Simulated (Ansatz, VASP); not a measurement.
**Bi2TeO4: VASP beside Ansatz**

```xyz
7
Lattice="-1.8466 1.8466 8.9365 1.8466 -1.8466 8.9365 1.8466 1.8466 -8.9365" Properties=species:S:1:pos:R:3 pbc="T T T"
Bi    0.0000    0.0000   12.0593
Bi    0.0000    0.0000    5.8137
Te    0.0000    0.0000    0.0000
O     0.0000    0.0000   15.8021
O     0.0000    0.0000    2.0709
O     0.0000    1.8466    4.4683
O     1.8466    0.0000    4.4683
```

Alike in both runs: functional PBE; k mesh 4 × 4 × 4; occupations gaussian, width 0.15 eV; no spin polarisation.

Ansatz relaxed the structure, and its values are those at the end. VASP's run is a single point on that final structure, the one shown.

|  | VASP | Ansatz |
| --- | --- | --- |
| version | VASP 6.6.1 | Ansatz 0.2.0 |
| potentials or method | VASP PAW PBE potentials, release 64 (Bi_d, Te, O), cutoff 520 eV | scalar-relativistic, plane waves, PAW |
| valence electrons in the cell | 60 | 70 |

Ansatz gave:

```
gap on the k mesh at the Fermi level (eV) : none
pressure (GPa)                            : 0.1
rms of the force components (eV/Å)        : 0.001
```

Problem. Which values does VASP return?

Solution. gap on the k mesh at the Fermi level (eV): none; pressure (GPa): 0.1; rms of the force components (eV/Å): 0.019.

A gap of «none» marks a metal or a gap that the smearing closes. The functional is the same, so the differences come from potentials, cutoffs and numerics. VASP's potentials hold 60 valence electrons a cell and Ansatz's 70, so a difference there can come from the potentials and not from the codes.

The k mesh is coarse, so the values compare programs but aren't converged. Neither program's run includes spin-orbit coupling.
